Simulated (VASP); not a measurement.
# InP in VASP: single point with PBE+D3(BJ)

Aim: the single point of InP with PBE+D3(BJ).

Program: VASP 6.6.1. These are calculated values, not measurements. Logs are shortened: lines on timing, memory, paths and dates and some standing lists are left out, and cuts for length are marked.

**1. The cell of the first run**

The cell holds a slab with vacuum, 24 atoms: a = 8.316 Å, b = 8.316 Å, c = 18.638 Å, α = 90.00°, β = 90.00°, γ = 60.00°.

**2. Single point, PBE+D3(BJ)**

The input, INCAR:

```
SYSTEM = InP
PREC = Accurate
ENCUT = 520
EDIFF = 1E-6
ISMEAR = -1
SIGMA = 0.15
LREAL = Auto
LASPH = .TRUE.
NELM = 60
ALGO = Normal
ISIF = 2
LWAVE = .FALSE.
LCHARG = .FALSE.
GGA = PE
IVDW = 12
NBANDS = 126
```

The input, KPOINTS:

```
regular mesh
0
G
  2 2 1
  0 0 0
```

The input, POSCAR:

```
InP
1.0
    8.3155759636      0.0000000000      0.0000000000
    4.1577879818      7.2015000316      0.0000000000
    0.0000000000      0.0000000000     18.6383440000
In P
12 12
Direct
    0.0000000000      0.0000000000      0.0536528000
    0.0000000000      0.5000000000      0.0536528000
    0.5000000000      0.0000000000      0.0536528000
    0.5000000000      0.5000000000      0.0536528000
    0.6666666667      0.6666666667      0.2417224368
    0.6666666667      0.1666666667      0.2417224368
    0.1666666667      0.6666666667      0.2417224368
    0.1666666667      0.1666666667      0.2417224368
    0.3333333333      0.3333333333      0.4267001978
    0.3333333333      0.8333333333      0.4267001978
    0.8333333333      0.3333333333      0.4267001978
    0.8333333333      0.8333333333      0.4267001978
    0.1666666667      0.1666666667      0.0991883000
    0.1666666667      0.6666666667      0.0991883000
    0.6666666667      0.1666666667      0.0991883000
    0.6666666667      0.6666666667      0.0991883000
    0.8333333333      0.8333333333      0.2841024823
    0.8333333333      0.3333333333      0.2841024823
    0.3333333333      0.8333333333      0.2841024823
    0.3333333333      0.3333333333      0.2841024823
    0.5000000000      0.5000000000      0.4715554984
    0.5000000000      1.0000000000      0.4715554984
    0.0000000000      0.5000000000      0.4715554984
    0.0000000000      1.0000000000      0.4715554984
```

Potentials or basis: VASP PAW PBE potentials, release 64 (In_d, P).

Started as:

```console
$ cat potpaw_PBE.64/In_d/POTCAR potpaw_PBE.64/P/POTCAR > POTCAR
$ mpirun -np 1 vasp_std > vasp.out
```

OUTCAR:

```text
SYSTEM = InP
   PREC = Accurate
   ENCUT = 520
   EDIFF = 1E-6
   ISMEAR = -1
   LREAL = Auto
   LASPH = .TRUE.
   NELM = 60
   ISIF = 2
   GGA = PE
   IVDW = 12
 IVDW          = 12

 ion  position               nearest neighbor table
   1  0.000  0.000  0.054-  15 2.55  14 2.55  13 2.55
   2  0.000  0.500  0.054-  16 2.55  13 2.55  14 2.55
   3  0.500  0.000  0.054-  13 2.55  16 2.55  15 2.55
   4  0.500  0.500  0.054-  14 2.55  15 2.55  16 2.55
   5  0.667  0.667  0.242-  17 2.53  19 2.53  18 2.53  16 2.66
   6  0.667  0.167  0.242-  18 2.53  20 2.53  17 2.53  15 2.66
   7  0.167  0.667  0.242-  19 2.53  17 2.53  20 2.53  14 2.66
   8  0.167  0.167  0.242-  20 2.53  18 2.53  19 2.53  13 2.66
   9  0.333  0.333  0.427-  23 2.54  22 2.54  21 2.54  20 2.66
  10  0.333  0.833  0.427-  24 2.54  21 2.54  22 2.54  19 2.66
[... 21 lines left out ...]
 A1 = (  -4.1577879818,  -7.2015000316,   0.0000000000)
 A2 = (   8.3155759636,   0.0000000000,   0.0000000000)
 A3 = (   0.0000000000,   0.0000000000,  18.6383440000)

Analysis of symmetry for initial positions (statically):
=====================================================================
 Subroutine PRICEL returns following result:

  LATTYP: Found a hexagonal cell.
 ALAT       =     4.1577879818
 C/A-ratio  =     4.4827547921

  Lattice vectors:

 A1 = (  -2.0788939909,  -3.6007500158,   0.0000000000)
 A2 = (   4.1577879818,   0.0000000000,   0.0000000000)
 A3 = (   0.0000000000,   0.0000000000,  18.6383440000)

   4 primitive cells build up your supercell.

 Routine SETGRP: Setting up the symmetry group for a
 hexagonal supercell.

 Subroutine GETGRP returns: Found  6 space group operations
 (whereof  6 operations were pure point group operations)
 out of a pool of 24 trial point group operations.

The static configuration has the point symmetry C_3v.

Analysis of symmetry for dynamics (positions and initial velocities):
=====================================================================
 Subroutine PRICEL returns following result:

  LATTYP: Found a hexagonal cell.
 ALAT       =     4.1577879818
 C/A-ratio  =     4.4827547921

  Lattice vectors:

 A1 = (  -2.0788939909,  -3.6007500158,   0.0000000000)
 A2 = (   4.1577879818,   0.0000000000,   0.0000000000)
 A3 = (   0.0000000000,   0.0000000000,  18.6383440000)

   4 primitive cells build up your supercell.

 Routine SETGRP: Setting up the symmetry group for a
 hexagonal supercell.
[... 100 lines left out ...]
   PSTRESS=    0.0 pullay stress
   NELECT =     216.0000    total number of electrons
   NUPDOWN=      -1.0000    fix difference up-down
   EMIN   =  10.00;   EMAX   =-10.00  energy-range for DOS
   EFERMI =   0.00;   METHOD = LEGACY
   ISMEAR =    -1;   SIGMA  =   0.15  broadening in eV -4-tet -1-fermi 0-gaus
   EFERMI_NEDOS =   21; number of points for ismear=-14 and -15
   IALGO  =     38    algorithm
   IMIX   =      4    mixing-type and parameters
     AMIX     =   0.40;   BMIX     =  1.00
     AMIX_MAG =   1.60;   BMIX_MAG =  1.00
  volume/ion in A,a.u.               =      46.51       313.84
  Fermi-wavevector in a.u.,A,eV,Ry     =   0.946931  1.789441 12.200061  0.896679
  Thomas-Fermi vector in A             =   2.074976
   LORBIT       =      0    0 simple, 1 ext, 2 COOP (PROOUT), +10 PAW based schemes
   GGA     = PE    functional components
   LHFCALC =     F    Hartree Fock is set to
   AEXX    =    0.0000 exact exchange contribution
   IVDW    =    12    specifies the selected vdW correction
   LEPSILON=     F    determine dielectric tensor
   LRPA    =     F    only Hartree local field effects (RPA)
 non-spin polarized calculation
  energy-cutoff  :      520.00
  volume of cell :     1116.15
 maximum number of plane-waves:     30069
 NGX is ok and might be reduce to    64
   NGX = 31   NGY = 31   NGZ = 69

 number of electron     216.0000009 magnetization

 Free energy of the ion-electron system (eV)
  ---------------------------------------------------
  ext. energy  EPLUGINS =         0.00000000
  ---------------------------------------------------
  free energy    TOTEN  =       -93.07586400 eV

  energy without entropy =      -92.15852991  energy(sigma->0) =      -92.61719695

 E-fermi :   0.8762     XC(G=0):  -5.8051

 val. band max:        0.5895449344   @ k =   0.5000  -0.0000   0.0000
 cond. band min:       0.9823405845   @ k =   0.0000   0.0000   0.0000
 fundamental gap:      0.3927956501
 Fermi energy:         0.8761922103

 k-point     1 :       0.0000    0.0000    0.0000
  band No.  band energies     occupation
      1     -14.2383      2.00000
      2     -14.2383      2.00000
      3     -14.2383      2.00000
      4     -14.1661      2.00000
      5     -14.0998      2.00000
      6     -14.0998      2.00000
[... 112 lines left out ...]
    119       2.9168      0.00000
    120       2.9168      0.00000

 k-point     2 :       0.5000   -0.0000    0.0000
  band No.  band energies     occupation
      1     -14.2258      2.00000
      2     -14.2258      2.00000
      3     -14.1963      2.00000
      4     -14.1963      2.00000
      5     -14.0953      2.00000
      6     -14.0953      2.00000
[... 112 lines left out ...]
    119       3.7743      0.00000
    120       3.7743      0.00000
 [bands above 120 left out]

------------------------ aborting loop because EDIFF is reached ----------------------------------------

 Edisp (eV)   -5.72449

 E8    (eV) :    -2.6096

  FORCE on cell =-STRESS in cart. coord.  units (eV):
  Direction    XX          YY          ZZ          XY          YZ          ZX
  --------------------------------------------------------------------------------------
  -------------------------------------------------------------------------------------
  Total       1.42105     1.42105    -1.43834     0.00000    -0.00000     0.00000
  in kB       2.03985     2.03985    -2.06466     0.00000    -0.00000     0.00000
  external pressure =        0.67 kB  Pullay stress =        0.00 kB

 VOLUME and BASIS-vectors are now :
 -----------------------------------------------------------------------------
  energy-cutoff  :      520.00
  volume of cell :     1116.15
      direct lattice vectors                 reciprocal lattice vectors
     8.315575964  0.000000000  0.000000000     0.120256252 -0.069429980  0.000000000
     4.157787982  7.201500032  0.000000000     0.000000000  0.138859959  0.000000000
     0.000000000  0.000000000 18.638344000     0.000000000  0.000000000  0.053652835

 POSITION                                       TOTAL-FORCE (eV/Angst)
 -----------------------------------------------------------------------------------
      0.00000      0.00000      1.00000        -0.000000     -0.000000      0.251513
      2.07889      3.60075      1.00000        -0.000000     -0.000000      0.251513
      4.15779      0.00000      1.00000        -0.000000     -0.000000      0.251513
      6.23668      3.60075      1.00000        -0.000000      0.000000      0.251513
      8.31558      4.80100      4.50531        -0.000000     -0.000000     -0.024412
      6.23668      1.20025      4.50531         0.000000     -0.000000     -0.024412
[... 16 lines left out ...]
      2.07889      3.60075      8.78901        -0.000000     -0.000000     -0.009722
      0.00000      0.00000      8.78901        -0.000000     -0.000000     -0.009722
 -----------------------------------------------------------------------------------
    total drift:                               -0.000002     -0.000001      0.007755

  FREE ENERGIE OF THE ION-ELECTRON SYSTEM (eV)
  ---------------------------------------------------
  free  energy   TOTEN  =       -98.8003531269 eV

  energy  without entropy=      -97.8830190376  energy(sigma->0) =      -98.34168608
```

OSZICAR:

```text
N       E                     dE             d eps       ncg     rms          rms(c)
DAV:   1     0.211145409468E+04    0.21115E+04   -0.91916E+04   504   0.164E+03
DAV:   2     0.222112821604E+03   -0.18893E+04   -0.18339E+04   528   0.427E+02
DAV:   3    -0.765615030766E+02   -0.29867E+03   -0.29154E+03   586   0.206E+02
[... 31 lines left out ...]
DAV:  35    -0.930758708941E+02    0.13760E-05   -0.69472E-07   286   0.287E-03    0.402E-02
DAV:  36    -0.930758693097E+02    0.15844E-05   -0.57530E-07   270   0.206E-03    0.377E-02
DAV:  37    -0.930758664434E+02    0.28663E-05   -0.30176E-06   450   0.362E-03    0.320E-02
DAV:  38    -0.930758649740E+02    0.14694E-05   -0.17399E-06   358   0.257E-03    0.271E-02
DAV:  39    -0.930758639962E+02    0.97778E-06   -0.67577E-07   302   0.267E-03
   1 F= -.98800353E+02 E0= -.98341686E+02  d E =-.917334E+00
```

Wall time 23 min (1 thread of AMD EPYC 7R43 (Zen 3), shared host); peak memory 1.1 GiB.

Results:

```
Free energy                : -98.8004 eV
Largest force              : 0.252 eV/Å
Dispersion energy per atom : -0.239 eV
```

Forces on the atoms (eV/Å):
```
In   0.000  0.000  0.252
In   0.000  0.000  0.252
In   0.000  0.000  0.252
In   0.000  0.000  0.252
In   0.000  0.000 -0.024
In   0.000  0.000 -0.024
In   0.000  0.000 -0.024
In   0.000  0.000 -0.024
In   0.000  0.000  0.019
In   0.000  0.000  0.019
In   0.000  0.000  0.019
In   0.000  0.000  0.019
P    0.000  0.000 -0.223
P    0.000  0.000 -0.223
P    0.000  0.000 -0.223
P    0.000  0.000 -0.223
P    0.000  0.000 -0.014
P    0.000  0.000 -0.014
P    0.000  0.000 -0.014
P    0.000  0.000 -0.014
P    0.000  0.000 -0.010
P    0.000  0.000 -0.010
P    0.000  0.000 -0.010
P    0.000  0.000 -0.010
```

Caveat: the k points lie up to 0.44 Å⁻¹ apart; spin-orbit coupling is left out, which moves the levels of the heavy elements.
